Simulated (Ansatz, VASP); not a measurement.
## Two plane-wave programs on Ba2ScCuO4

```
Ba Sc Cu O
1.0
     4.06196    0.00000    0.00000
     0.00000    4.06196    0.00000
     0.00000    0.00000    7.80105
Ba Sc Cu O
2 1 1 4
Direct
  0.50000 0.50000 0.76733
  0.50000 0.50000 0.23267
  0.00000 0.00000 0.00000
  0.00000 0.00000 0.50000
  0.00000 0.50000 0.00000
  0.50000 0.00000 0.00000
  0.00000 0.00000 0.72540
  0.00000 0.00000 0.27460
```

Alike in both runs: functional LDA; k mesh 3 × 3 × 2; no spin polarisation.

Ansatz relaxed the structure, and its values are those at the end. VASP's run is a single point on that final structure, the one shown.

|  | VASP | Ansatz |
| --- | --- | --- |
| version | VASP 6.6.1 | Ansatz 0.2.0 |
| potentials or method | VASP PAW LDA potentials, release 64 (Ba_sv, Sc_sv, Cu, O) | plane waves, PAW |
| plane-wave cutoff (eV) | 520 | 420 |
| occupations | gaussian, width 0.01 eV | fixed |
| valence electrons in the cell | 66 | 74 |

|  | VASP | Ansatz | Ansatz less VASP |
| --- | --- | --- | --- |
| pressure (GPa) | 2.0 | 0.0 | -2.03 |
| rms of the force components (eV/Å) | 0.067 | 0.000 | -0.0670 |

LDA's correlation is that of Perdew and Zunger in VASP and of Perdew and Wang (1992) in Ansatz. VASP's potentials hold 66 valence electrons a cell and Ansatz's 74, so a difference there can come from the potentials and not from the codes. Ansatz's warnings: stress scf threshold loose.

The k mesh is coarse, so the values compare programs but aren't converged. Neither program's run includes spin-orbit coupling.
